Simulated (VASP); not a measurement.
Set up this calculation in VASP 6.6.1, as the native input.

| Item | Value |
| --- | --- |
| Task | single point |
| Functional | PBE |
| Potentials or basis | VASP PAW PBE potentials, release 64 (Hg_sv_GW) |
| Cutoff | 550 eV |
| k mesh | 7 × 7 × 7 |
| Occupations | fermi-dirac, width 0.05 eV |
| Spin | no spin polarisation |
| Dipole correction | no |
| Further INCAR settings | ALGO = Normal; EDIFF = 1e-06; NBANDS = 37 |

The structure of Hg lies in POSCAR:

```
Hg
1.0
    4.5400000000      0.0000000000      0.0000000000
   -2.2700000000      3.9317553332      0.0000000000
    0.0000000000      0.0000000000      3.8700000000
Hg
3
Direct
    0.6666666667      0.3333333333      0.5000000000
    0.0000000000      0.0000000000      0.0000000000
    0.3333333333      0.6666666667      0.5000000000
```

One way to write it, as run:

INCAR

```
ALGO = Normal
EDIFF = 1E-6
ENCUT = 550
GGA = PE
GGA_COMPAT = F
ISIF = 2
ISMEAR = -1
LASPH = T
LCHARG = F
LREAL = F
LWAVE = F
NBANDS = 37
NELM = 120
PREC = Accurate
SIGMA = 0.05
```

KPOINTS

```
k-points
0
Gamma
  7 7 7
```

Potentials or basis: VASP PAW PBE potentials, release 64 (Hg_sv_GW).

Run with:

```console
$ cat potpaw_PBE.64/Hg_sv_GW/POTCAR > POTCAR
$ mpirun -np 1 vasp_std > vasp.out
```

It gave:

The pressure is 12.5 GPa and the band gap on the k mesh is zero (bands 30 and 31 overlap by 5.06 eV).

Caveat: the stress differs along the axes, from 4 to 17 GPa; spin-orbit coupling is left out, which moves the levels of the heavy elements.

Wall time 61 s on 1 thread of Intel(R) Xeon(R) Platinum 8559C (Emerald Rapids) (shared host), peak memory 0.23 GiB.
